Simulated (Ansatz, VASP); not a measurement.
## CdTe, level by level in two programs

```
Te Cd
1.0
     0.00000    3.24718    3.24718
     3.24718    0.00000    3.24718
     3.24718    3.24718    0.00000
Te Cd
1 1
Direct
  0.75000 0.75000 0.75000
  0.00000 0.00000 0.00000
```

Single points on this cell with VASP 6.6.1 and Ansatz 0.2.0. Each row is one pair of runs. Alike in all rows: smearing: fermi-dirac, width 0.05 eV; VASP's potentials, cutoff: VASP PAW PBE potentials, release 64 (Te, Cd), 520 eV.

| level | spin | k mesh | Ansatz's potentials, cutoff | gap on the k mesh at the Fermi level (eV), VASP | gap on the k mesh at the Fermi level (eV), Ansatz | least direct gap on the mesh (eV), VASP | least direct gap on the mesh (eV), Ansatz | pressure (GPa), VASP | pressure (GPa), Ansatz |
| --- | --- | --- | --- | --- | --- | --- | --- | --- | --- |
| PBEsol-based screened hybrid | off | 4 × 4 × 4 | Ansatz PAW, 420 eV | 1.41 | 1.50 | 1.41 | 1.50 | -0.1 | -0.1 |
| r2SCAN+D3(BJ) | off | 7 × 7 × 7 | Ansatz PAW, 500 eV | 1.25 | 1.26 | 1.25 | 1.26 | 0.6 | 0.5 |
| RPBE+D3(BJ) | off | 7 × 7 × 7 | Ansatz PAW, 420 eV | 0.90 | ? | 0.90 | ? | -4.3 | ? |
| revPBE+D4 | off | 7 × 7 × 7 | Ansatz PAW, 420 eV | 0.86 | 0.87 | 0.86 | 0.87 | 0.5 | 0.3 |
| PBE0 | off | 4 × 4 × 4 | Ansatz PAW, 420 eV | 2.23 | 2.27 | 2.23 | 2.27 | 1.3 | 1.4 |
| PBEsol | non-collinear, zero start, SOC | 7 × 7 × 7 | Ansatz PAW, 420 eV | - | - | - | - | 0.1 | -0.1 |

Fill in what Ansatz gave in row 3.

gap on the k mesh at the Fermi level (eV): 0.91; least direct gap on the mesh (eV): 0.91; pressure (GPa): -4.4.

VASP's potentials hold 18 valence electrons a cell and Ansatz's 36, so a difference there can come from the potentials and not from the codes.

Noted on Ansatz's runs: odd divisions of the mesh miss points on the zone boundary, where band edges often lie, so the gap on the mesh can be too wide.
